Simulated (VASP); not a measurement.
# TiAl (P4/mmm) in VASP: single point with PBE

Aim: the single point of TiAl with PBE.

All numbers are computed with VASP 6.6.1; they aren't measurements. Logs are shortened: lines on timing, memory, paths and dates and some standing lists are left out, and cuts for length are marked.

## Step 1: The cell of the first run

The structure is tetragonal, space group P4/mmm (No. 123). The conventional cell has a = 3.400 Å, b = 3.400 Å, c = 3.114 Å, α = 90.00°, β = 90.00°, γ = 90.00°. Within 3.8 Å of Ti (site symmetry 4/mmm) lie 8 Al at 2.86 Å and 6 Ti at 3.11 to 3.40 Å. Al (site symmetry 4/mmm) has 8 Ti at 2.86 Å and 6 Al at 3.11 to 3.40 Å within 3.8 Å.

## Step 2: Single point, PBE (strained)

INCAR

```
SYSTEM = TiAl
  PREC = Accurate
  ENCUT = 520
  EDIFF = 1E-6
  ISMEAR = 0
  SIGMA = 0.1
  LREAL = .False.
  LASPH = .True.
  NELM = 100
  ALGO = Fast
  ISIF = 2
  LWAVE = .False.
  LCHARG = .False.
  GGA = PE
  NBANDS = 14
```

KPOINTS

```
Automatic mesh
0
Gamma
  12 12 12
  0 0 0
```

POSCAR

```
TiAl
1.0
    3.1135434910      0.0000000000      0.0000000000
    0.0000000000      3.3996592510      0.0000000000
    0.0000000000      0.0000000000      3.3996592510
Ti Al
1 1
Direct
    0.0000000000      0.0000000000      0.0000000000
    0.5000000000      0.5000000000      0.5000000000
```

Potentials or basis: VASP PAW PBE potentials, release 64 (Ti_sv, Al).

Launch:

```console
$ cat potpaw_PBE.64/Ti_sv/POTCAR potpaw_PBE.64/Al/POTCAR > POTCAR
$ mpirun -np 1 vasp_std > vasp.out
```

OUTCAR:

```text
SYSTEM = TiAl
   PREC = Accurate
   ENCUT = 520
   EDIFF = 1E-6
   ISMEAR = 0
   LREAL = .False.
   LASPH = .True.
   NELM = 100
   ISIF = 2
   GGA = PE

 ion  position               nearest neighbor table
   1  0.000  0.000  0.000-   2 2.86   2 2.86   2 2.86   2 2.86   2 2.86   2 2.86   2 2.86   2 2.86

   2  0.500  0.500  0.500-   1 2.86   1 2.86   1 2.86   1 2.86   1 2.86   1 2.86   1 2.86   1 2.86

  LATTYP: Found a simple tetragonal cell.
 ALAT       =     3.3996592510
 C/A-ratio  =     0.9158398713

  Lattice vectors:

 A1 = (   0.0000000000,   3.3996592510,   0.0000000000)
 A2 = (   0.0000000000,   0.0000000000,   3.3996592510)
 A3 = (   3.1135434910,   0.0000000000,   0.0000000000)

Analysis of symmetry for initial positions (statically):
=====================================================================
 Subroutine PRICEL returns:
 Original cell was already a primitive cell.

 Routine SETGRP: Setting up the symmetry group for a
 simple tetragonal supercell.

 Subroutine GETGRP returns: Found 16 space group operations
 (whereof 16 operations were pure point group operations)
 out of a pool of 16 trial point group operations.

The static configuration has the point symmetry D_4h.

Analysis of symmetry for dynamics (positions and initial velocities):
=====================================================================
 Subroutine PRICEL returns:
 Original cell was already a primitive cell.

 Routine SETGRP: Setting up the symmetry group for a
 simple tetragonal supercell.

 Subroutine GETGRP returns: Found 16 space group operations
 (whereof 16 operations were pure point group operations)
 out of a pool of 16 trial point group operations.

The dynamic configuration has the point symmetry D_4h.

 Subroutine INISYM returns: Found 16 space group operations
 (whereof 16 operations are pure point group operations),
 and found     1 'primitive' translations

----------------------------------------------------------------------------------------

                                     Primitive cell

  volume of cell :      35.9853

  direct lattice vectors                    reciprocal lattice vectors
     3.113543491  0.000000000  0.000000000     0.321177463  0.000000000  0.000000000
     0.000000000  3.399659251  0.000000000     0.000000000  0.294147127  0.000000000
     0.000000000  0.000000000  3.399659251     0.000000000  0.000000000  0.294147127

  length of vectors
     3.113543491  3.399659251  3.399659251     0.321177463  0.294147127  0.294147127

[... 92 lines left out ...]
   NUPDOWN=      -1.0000    fix difference up-down
   EMIN   =  10.00;   EMAX   =-10.00  energy-range for DOS
   EFERMI =   0.00;   METHOD = LEGACY
   ISMEAR =     0;   SIGMA  =   0.10  broadening in eV -4-tet -1-fermi 0-gaus
   EFERMI_NEDOS =   21; number of points for ismear=-14 and -15
   IALGO  =     68    algorithm
   IMIX   =      4    mixing-type and parameters
     AMIX     =   0.40;   BMIX     =  1.00
     AMIX_MAG =   1.60;   BMIX_MAG =  1.00
  volume/ion in A,a.u.               =      17.99       121.42
  Fermi-wavevector in a.u.,A,eV,Ry     =   1.222916  2.310976 20.347838  1.495524
  Thomas-Fermi vector in A             =   2.358046
   LORBIT       =      0    0 simple, 1 ext, 2 COOP (PROOUT), +10 PAW based schemes
   GGA     = PE    functional components
   LHFCALC =     F    Hartree Fock is set to
   AEXX    =    0.0000 exact exchange contribution
   IVDW    =     0    specifies the selected vdW correction
   LEPSILON=     F    determine dielectric tensor
   LRPA    =     F    only Hartree local field effects (RPA)
 non-spin polarized calculation
 RMM-DIIS sequential band-by-band and
 Gauss-broadening in eV      SIGMA  =   0.10
  energy-cutoff  :      520.00
  volume of cell :       35.99
 maximum number of plane-waves:       992
 NGX is ok and might be reduce to    24
   NGX = 11   NGY = 13   NGZ = 13

 number of electron      15.0000006 magnetization

 Free energy of the ion-electron system (eV)
  ---------------------------------------------------
  ext. energy  EPLUGINS =         0.00000000
  ---------------------------------------------------
  free energy    TOTEN  =       -12.01369369 eV

  energy without entropy =      -11.99703833  energy(sigma->0) =      -12.00536601

 E-fermi :   7.5807     XC(G=0): -10.6072

 val. band max:        7.5770300421   @ k =   0.4167   0.0000   0.0000
 cond. band min:       7.5848730653   @ k =   0.1667   0.3333   0.1667
 fundamental gap:      0.0078430232
 Fermi energy:         7.5807182891

 k-point     1 :       0.0000    0.0000    0.0000
  band No.  band energies     occupation
      1     -49.4974      2.00000
      2     -25.7390      2.00000
      3     -25.7390      2.00000
      4     -25.6204      2.00000
      5      -1.1510      2.00000
      6       6.3425      2.00000
      7       6.4720      2.00000
      8       8.9122      0.00000
      9       9.3460      0.00000
     10       9.3460      0.00000
     11      10.8131      0.00000
     12      10.8131      0.00000
     13      13.1160      0.00000
     14      15.4431      0.00000
[... 377 lines left out ...]
      1     -49.4900      2.00000
      2     -25.7756      2.00000
      3     -25.7307      2.00000
      4     -25.6649      2.00000
      5       0.0996      2.00000
      6       5.5003      2.00000
      7       6.7055      2.00000
      8       8.0577      0.00000
      9       8.1080      0.00000
     10       8.9072      0.00000
     11      10.0749      0.00000
     12      12.3014      0.00000
     13      13.2163      0.00000
     14      15.2349      0.00000

 [... further k-points ...]

------------------------ aborting loop because EDIFF is reached ----------------------------------------

  FORCE on cell =-STRESS in cart. coord.  units (eV):
  Direction    XX          YY          ZZ          XY          YZ          ZX
  --------------------------------------------------------------------------------------
  -------------------------------------------------------------------------------------
  Total       -2.4263377     -1.9471594     -1.9471594     -0.0000000      0.0000000     -0.0000000
  in kB     -108.0279430    -86.6934665    -86.6934665     -0.0000000      0.0000000     -0.0000000
  external PRESSURE =     -93.8049587 kB  Pullay stress =       0.0000000 kB

 VOLUME and BASIS-vectors are now :
 -----------------------------------------------------------------------------
  energy-cutoff  :      520.00
  volume of cell :       35.99
      direct lattice vectors                 reciprocal lattice vectors
     3.113543491  0.000000000  0.000000000     0.321177463  0.000000000  0.000000000
     0.000000000  3.399659251  0.000000000     0.000000000  0.294147127  0.000000000
     0.000000000  0.000000000  3.399659251     0.000000000  0.000000000  0.294147127

 POSITION                                       TOTAL-FORCE (eV/Angst)
 -----------------------------------------------------------------------------------
      0.00000      0.00000      0.00000         0.000000      0.000000      0.000000
      1.55677      1.69983      1.69983         0.000000      0.000000      0.000000
 -----------------------------------------------------------------------------------
    total drift:                               -0.000000      0.000000      0.000000

  FREE ENERGIE OF THE ION-ELECTRON SYSTEM (eV)
  ---------------------------------------------------
  free  energy   TOTEN  =       -12.0136936923 eV

  energy  without entropy=      -11.9970383272  energy(sigma->0) =      -12.00536601
```

Wall time 2.6 min (1 thread of Intel Xeon 8259CL, shared host); peak memory 0.23 GiB.

What came out:

```
Free energy            : -12.0137 eV
Pressure               : -9.4 GPa
Band gap on the k mesh : zero (an odd number of electrons rules out a gap without spin polarisation)
```

Levels at points of the mesh, in eV from the Fermi level:
```csv
k point,band 6,band 7,band 8,band 9,band 10,band 11
"(0.00, 0.00, 0.00)",-1.24,-1.11,1.33,1.77,1.77,3.23
"(0.50, 0.00, 0.00)",-4.66,-0.26,-0.08,-0.08,1.60,3.12
"(0.00, 0.50, 0.00)",-4.88,-0.50,-0.17,0.75,1.89,2.30
"(0.50, 0.50, 0.00)",-2.07,-1.62,-1.19,0.42,0.58,2.39
"(0.00, 0.50, 0.50)",-2.26,-2.26,-1.45,1.10,1.10,2.16
"(0.50, 0.50, 0.50)",-2.67,-2.67,0.11,2.26,2.58,2.63
```

Caveat: the cell differs from its parent crystal (strained); the cell stands under tension.
